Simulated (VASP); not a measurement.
# MgS2N2 (Cmmm) in VASP: single point with PBE0

Aim: the single point of MgS2N2 with PBE0.

All numbers are computed with VASP 6.6.1; they aren't measurements. Logs are shortened: lines on timing, memory, paths and dates and some standing lists are left out, and cuts for length are marked.

## (1) The cell of the first run

Symmetry: Cmmm, No. 65, orthorhombic system. Conventional cell: a = 7.444 Å, b = 7.444 Å, c = 3.722 Å, α = 90.00°, β = 90.00°, γ = 90.00°. Mg (site symmetry mmm) has 2 N at 1.86 Å within 2.5 Å. N (site symmetry 2mm) has 1 Mg at 1.86 Å within 2.5 Å. Within 3.5 Å of S (site symmetry m2m) lie 2 Mg at 2.63 Å and 8 N at 3.22 Å.

## (2) Single point, PBE0

Contents of POSCAR:

```
MgS2N2
1.0
    3.7222040000      3.7222040000      0.0000000000
    3.7222040000     -3.7222040000      0.0000000000
    0.0000000000      0.0000000000     -3.7222040000
Mg N S
1 2 2
Direct
    0.0000000000      0.0000000000      0.0000000000
    0.2500000000      0.7500000000      0.0000000000
    0.7500000000      0.2500000000      0.0000000000
    0.2500000000      0.2500000000      0.5000000000
    0.7500000000      0.7500000000      0.5000000000
```

Contents of INCAR.step1:

```
ALGO     = Normal         # electronic algorithm
EDIFF    = 1E-5           # SCF threshold, eV
ENCUT    = 520            # plane-wave cutoff, eV
GGA      = PE             # functional
ISIF     = 2              # what is computed and relaxed
ISMEAR   = -1             # smearing method
LASPH    = T              # aspherical terms in the spheres
LREAL    = F              # projectors in reciprocal space
LWAVE    = T              # write WAVECAR
NBANDS   = 20             # bands
NELM     = 80             # most SCF steps
PREC     = Accurate       # precision mode
SIGMA    = 0.0501         # smearing width, eV
```

Contents of INCAR.step2:

```
AEXX     = 0.25           # exact-exchange fraction
ALGO     = Normal         # electronic algorithm
EDIFF    = 1E-7           # SCF threshold, eV
ENCUT    = 520            # plane-wave cutoff, eV
GGA      = PE             # functional
ISIF     = 2              # what is computed and relaxed
ISMEAR   = -1             # smearing method
ISTART   = 1            
LASPH    = T              # aspherical terms in the spheres
LCHARG   = T              # write CHGCAR
LELF     = T              # ELF
LHFCALC  = T              # exact exchange
LREAL    = F              # projectors in reciprocal space
LVHAR    = T            
LWAVE    = F              # write WAVECAR
NBANDS   = 20             # bands
NELM     = 80             # most SCF steps
PREC     = Accurate       # precision mode
PRECFOCK = Fast         
SIGMA    = 0.0501         # smearing width, eV
```

Contents of KPOINTS:

```
k-points
0
Gamma
  2 2 3
```

Potentials or basis: VASP PAW PBE potentials, release 64 (Mg, N, S).

Started as:

```bash
$ cat potpaw_PBE.64/Mg/POTCAR potpaw_PBE.64/N/POTCAR potpaw_PBE.64/S/POTCAR > POTCAR
$ cp INCAR.step1 INCAR
$ mpirun -np 1 vasp_std > vasp.out
$ cp INCAR.step2 INCAR
$ mpirun -np 1 vasp_std > vasp.out
```

OUTCAR:

```text
AEXX = 0.25
   EDIFF = 1E-7
   ENCUT = 520
   GGA = PE
   ISIF = 2
   ISMEAR = -1
   ISTART = 1
   LASPH = T
   LHFCALC = T
   LREAL = F
   NELM = 80
   PREC = Accurate
   PRECFOCK = Fast

 ion  position               nearest neighbor table
   1  0.000  0.000  0.000-   2 1.86   3 1.86   4 2.63   5 2.63   4 2.63   5 2.63
   2  0.250  0.750  0.000-   1 1.86
   3  0.750  0.250  0.000-   1 1.86
   4  0.250  0.250  0.500-   1 2.63   1 2.63
   5  0.750  0.750  0.500-   1 2.63   1 2.63

  LATTYP: Found a simple tetragonal cell.
 ALAT       =     5.2639913787
 C/A-ratio  =     0.7071067812

  Lattice vectors:

 A1 = (   3.7222040000,   3.7222040000,   0.0000000000)
 A2 = (   3.7222040000,  -3.7222040000,   0.0000000000)
 A3 = (   0.0000000000,   0.0000000000,  -3.7222040000)

Analysis of symmetry for initial positions (statically):
=====================================================================
 Subroutine PRICEL returns:
 Original cell was already a primitive cell.

 Routine SETGRP: Setting up the symmetry group for a
 simple tetragonal supercell.

 Subroutine GETGRP returns: Found  8 space group operations
 (whereof  8 operations were pure point group operations)
 out of a pool of 16 trial point group operations.

The static configuration has the point symmetry D_2h.

Analysis of symmetry for dynamics (positions and initial velocities):
=====================================================================
 Subroutine PRICEL returns:
 Original cell was already a primitive cell.

 Routine SETGRP: Setting up the symmetry group for a
 simple tetragonal supercell.

 Subroutine GETGRP returns: Found  8 space group operations
 (whereof  8 operations were pure point group operations)
 out of a pool of 16 trial point group operations.

The dynamic configuration has the point symmetry D_2h.

 Subroutine INISYM returns: Found  8 space group operations
 (whereof  8 operations are pure point group operations),
 and found     1 'primitive' translations

----------------------------------------------------------------------------------------

                                     Primitive cell

  volume of cell :     103.1408

  direct lattice vectors                    reciprocal lattice vectors
     3.722204000  3.722204000  0.000000000     0.134329016  0.134329016  0.000000000
     3.722204000 -3.722204000  0.000000000     0.134329016 -0.134329016  0.000000000
     0.000000000  0.000000000 -3.722204000     0.000000000  0.000000000 -0.268658032

  length of vectors
     5.263991379  5.263991379  3.722204000     0.189969916  0.189969916  0.268658032

  position of ions in fractional coordinates (direct lattice)
     0.000000000  0.000000000  0.000000000
     0.250000000  0.750000000  0.000000000
     0.750000000  0.250000000  0.000000000
     0.250000000  0.250000000  0.500000000
     0.750000000  0.750000000  0.500000000

  ion indices of the primitive-cell ions
   primitive index   ion index
                 1           1
                 2           2
                 3           3
                 4           4
                 5           5

----------------------------------------------------------------------------------------

 KPOINTS: k-points

Automatic generation of k-mesh.
 Grid dimensions read from file:
 generate k-points for:    2    2    3

 Generating k-lattice:

  Cartesian coordinates                     Fractional coordinates (reciprocal lattice)
     0.067164508  0.067164508  0.000000000     0.500000000  0.000000000  0.000000000
     0.067164508 -0.067164508  0.000000000     0.000000000  0.500000000  0.000000000
     0.000000000  0.000000000 -0.089552677     0.000000000  0.000000000  0.333333333

  Length of vectors
     0.094984958  0.094984958  0.089552677

  Shift w.r.t. Gamma in fractional coordinates (k-lattice)
     0.000000000  0.000000000  0.000000000

 Subroutine IBZKPT returns following result:
 ===========================================

 Found      6 irreducible k-points:

 Following reciprocal coordinates:
            Coordinates               Weight
  0.000000  0.000000  0.000000      1.000000
  0.500000  0.000000  0.000000      2.000000
  0.500000  0.500000  0.000000      1.000000
  0.000000  0.000000  0.333333      2.000000
  0.500000  0.000000  0.333333      4.000000
  0.500000  0.500000  0.333333      2.000000
   k-points           NKPTS =      6   k-points in BZ     NKDIM =     12   number of bands    NBANDS=     20
   number of dos      NEDOS =    301   number of ions     NIONS =      5
   total plane-waves  NPLWV =  44800
   dimension x,y,z NGX =    40 NGY =   40 NGZ =   28
   dimension x,y,z NGXF=    80 NGYF=   80 NGZF=   56
   ions per type =               1   2   2
   NGX,Y,Z   is equivalent  to a cutoff of  12.63, 12.63, 12.51 a.u.
   NGXF,Y,Z  is equivalent  to a cutoff of  25.27, 25.27, 25.01 a.u.
 SYSTEM =  unknown system
   PREC   = accura    normal or accurate (medium, high low for compatibility)
   ISTART =      1    job   : 0-new  1-cont  2-samecut
   ICHARG =      0    charge: 1-file 2-atom 10-const
   ISPIN  =      1    spin polarized calculation?
   LNONCOLLINEAR =      F non collinear calculations
   LSORBIT =      F    spin-orbit coupling
   LASPH  =      T    aspherical Exc in radial PAW
   ENCUT  =  520.0 eV  38.22 Ry    6.18 a.u.   9.79  9.79  6.92*2*pi/ulx,y,z
   NELM   =     80;   NELMIN=  2; NELMDL=  0     # of ELM steps
   EDIFF  = 0.1E-06   stopping-criterion for ELM
   LREAL  =      F    real-space projection
   EDIFFG = 0.1E-05   stopping-criterion for IOM
   NSW    =      0    number of steps for IOM
   IBRION =     -1    ionic relax: 0-MD 1-quasi-New 2-CG
   NFREE  =      0    steps in history (QN), initial steepest desc. (CG)
   ISIF   =      2    stress and relaxation
   ISYM   =      3    0-nonsym 1-usesym 2-fastsym
   POTIM  = 0.5000    time-step for ionic-motion
   TEBEG  =    0.0;   TEEND  =   0.0 temperature during run
   PSTRESS=    0.0 pullay stress
   NELECT =      24.0000    total number of electrons
   NUPDOWN=      -1.0000    fix difference up-down
   EMIN   =  10.00;   EMAX   =-10.00  energy-range for DOS
   EFERMI =   0.00;   METHOD = LEGACY
   ISMEAR =    -1;   SIGMA  =   0.05  broadening in eV -4-tet -1-fermi 0-gaus
   EFERMI_NEDOS =   21; number of points for ismear=-14 and -15
   IALGO  =     38    algorithm
   IMIX   =      1    mixing-type and parameters
     AMIX     =   0.40;   BMIX     =  1.00
     AMIX_MAG =   1.60;   BMIX_MAG =  1.00
  volume/ion in A,a.u.               =      20.63       139.21
  Fermi-wavevector in a.u.,A,eV,Ry     =   1.006936  1.902833 13.795213  1.013920
  Thomas-Fermi vector in A             =   2.139709
   LORBIT       =      0    0 simple, 1 ext, 2 COOP (PROOUT), +10 PAW based schemes
   GGA     = PE    functional components
   LHFCALC =     T    Hartree Fock is set to
   PRECFOCK=fast      Normal, Fast or Accurate (Low or Medium for compatibility)
   ENCUT4O =  -1.0   cutoff for four orbital integrals eV
   NKREDX  =     1    reduce k-point grid by
   NKREDY  =     1    reduce k-point grid by
   NKREDZ  =     1    reduce k-point grid by
   AEXX    =    0.2500 exact exchange contribution
   HFSCREEN=    0.0000 screening length (either q_TF or 0.3 A-1)
   HFSCREENC=   0.0000 screening length for correlation (either q_TF or 0.3 A-1)
   ENCUTFOCK=  -1.0 apply spherical cutoff to Coloumb kernel
   IVDW    =     0    specifies the selected vdW correction
   LEPSILON=     F    determine dielectric tensor
   LRPA    =     F    only Hartree local field effects (RPA)
 non-spin polarized calculation
  energy-cutoff  :      520.00
  volume of cell :      103.14
 maximum number of plane-waves:      2812
 NGX is ok and might be reduce to    40
  NGX = 24; NGY = 24; NGZ = 16

 number of electron      24.0000005 magnetization

 Free energy of the ion-electron system (eV)
  ---------------------------------------------------
  ext. energy  EPLUGINS =         0.00000000
  ---------------------------------------------------
  free energy    TOTEN  =       -19.74287854 eV

  energy without entropy =      -19.74271946  energy(sigma->0) =      -19.74279900

 E-fermi :  -0.2206     XC(G=0):  -6.8585

 val. band max:       -0.6056477911   @ k =   0.0000   0.0000   0.3333
 cond. band min:       0.1741539276   @ k =   0.5000   0.5000   0.3333
 fundamental gap:      0.7798017187
 Fermi energy:        -0.2206440619

 k-point     1 :       0.0000    0.0000    0.0000
  band No.  band energies     occupation
      1     -15.5325      2.00000
      2     -14.6237      2.00000
      3     -13.0592      2.00000
      4     -12.9522      2.00000
      5      -4.6628      2.00000
      6      -3.8591      2.00000
[... 12 lines left out ...]
     19       8.8885      0.00000
     20       8.9660      0.00000

 k-point     2 :       0.5000    0.0000    0.0000
  band No.  band energies     occupation
      1     -15.1632      2.00000
      2     -14.8664      2.00000
      3     -13.1962      2.00000
      4     -13.1413      2.00000
      5      -3.8044      2.00000
      6      -3.3552      2.00000
[... 12 lines left out ...]
     19      10.0431      0.00000
     20      10.5488      0.00000

 k-point     3 :       0.5000    0.5000    0.0000
  band No.  band energies     occupation
      1     -14.9407      2.00000
      2     -14.7864      2.00000
      3     -13.4206      2.00000
      4     -13.4116      2.00000
      5      -3.1465      2.00000
      6      -2.5651      2.00000
[... 12 lines left out ...]
     19       9.6885      0.00000
     20      10.8413      0.00000

 k-point     4 :       0.0000    0.0000    0.3333
  band No.  band energies     occupation
      1     -15.1006      2.00000
      2     -14.5311      2.00000
      3     -13.2621      2.00000
      4     -12.8318      2.00000
      5      -3.8286      2.00000
      6      -3.0604      2.00000
[... 12 lines left out ...]
     19      10.2694      0.00000
     20      10.5893      0.00000

 k-point     5 :       0.5000    0.0000    0.3333
  band No.  band energies     occupation
      1     -14.8877      2.00000
      2     -14.6749      2.00000
      3     -13.1325      2.00000
      4     -13.0710      2.00000
      5      -3.7198      2.00000
      6      -3.5098      2.00000
[... 12 lines left out ...]
     19      10.7966      0.00000
     20      11.3397      0.00000

 k-point     6 :       0.5000    0.5000    0.3333
  band No.  band energies     occupation
      1     -14.7892      2.00000
      2     -14.6685      2.00000
      3     -13.1548      2.00000
      4     -13.1506      2.00000
      5      -4.2782      2.00000
      6      -4.0274      2.00000
[... 12 lines left out ...]
     19       9.4145      0.00000
     20      10.3861      0.00000

------------------------ aborting loop because EDIFF is reached ----------------------------------------

  FORCE on cell =-STRESS in cart. coord.  units (eV):
  Direction    XX          YY          ZZ          XY          YZ          ZX
  --------------------------------------------------------------------------------------
  -------------------------------------------------------------------------------------
  Total       -6.7794745      1.7616779     -5.7158474     -0.0000000      0.0000000      0.0000000
  in kB     -105.3115744     27.3657005    -88.7893133     -0.0000000      0.0000000      0.0000000
  external PRESSURE =     -55.5783957 kB  Pullay stress =       0.0000000 kB

 VOLUME and BASIS-vectors are now :
 -----------------------------------------------------------------------------
  energy-cutoff  :      520.00
  volume of cell :      103.14
      direct lattice vectors                 reciprocal lattice vectors
     3.722204000  3.722204000  0.000000000     0.134329016  0.134329016  0.000000000
     3.722204000 -3.722204000  0.000000000     0.134329016 -0.134329016  0.000000000
     0.000000000  0.000000000 -3.722204000     0.000000000  0.000000000 -0.268658032

 POSITION                                       TOTAL-FORCE (eV/Angst)
 -----------------------------------------------------------------------------------
      0.00000      0.00000      0.00000        -0.000000     -0.000000      0.000000
      3.72220     -1.86110      0.00000        -0.000000      2.767827     -0.000000
      3.72220      1.86110      0.00000        -0.000000     -2.767827      0.000000
      1.86110      0.00000     -1.86110        -0.092463      0.000000     -0.000000
      5.58331      0.00000     -1.86110         0.092463      0.000000      0.000000
 -----------------------------------------------------------------------------------
    total drift:                               -0.000000     -0.000000      0.000000

  FREE ENERGIE OF THE ION-ELECTRON SYSTEM (eV)
  ---------------------------------------------------
  free  energy   TOTEN  =       -19.7428785411 eV

  energy  without entropy=      -19.7427194593  energy(sigma->0) =      -19.74279900
```

Run time: 4.2 min. Hardware: 1 thread of Intel Xeon Platinum 8259CL at 2.50GHz (Skylake/Cascade Lake), shared host; peak memory 0.21 GiB.

What came out:

```yaml
Free_energy: -19.7429 eV
Pressure: -5.6 GPa
Largest_force: 2.768 eV/Å
Band_gap_on_the_k_mesh: zero (bands 12 and 13 overlap by 1.20 eV)
```

Forces on the atoms (eV/Å):
```
Mg   0.000  0.000  0.000
N    0.000  2.768  0.000
N    0.000 -2.768  0.000
S   -0.092  0.000  0.000
S    0.092  0.000  0.000
```

Stress tensor (GPa, compression positive):
```
-10.53   0.00   0.00
  0.00   2.74   0.00
  0.00   0.00  -8.88
```

Caveat: the k points lie up to 0.60 Å⁻¹ apart, too coarse for converged energies and pressures of a metal; the PAW data sets were made with another functional, which shifts forces and pressure a little.
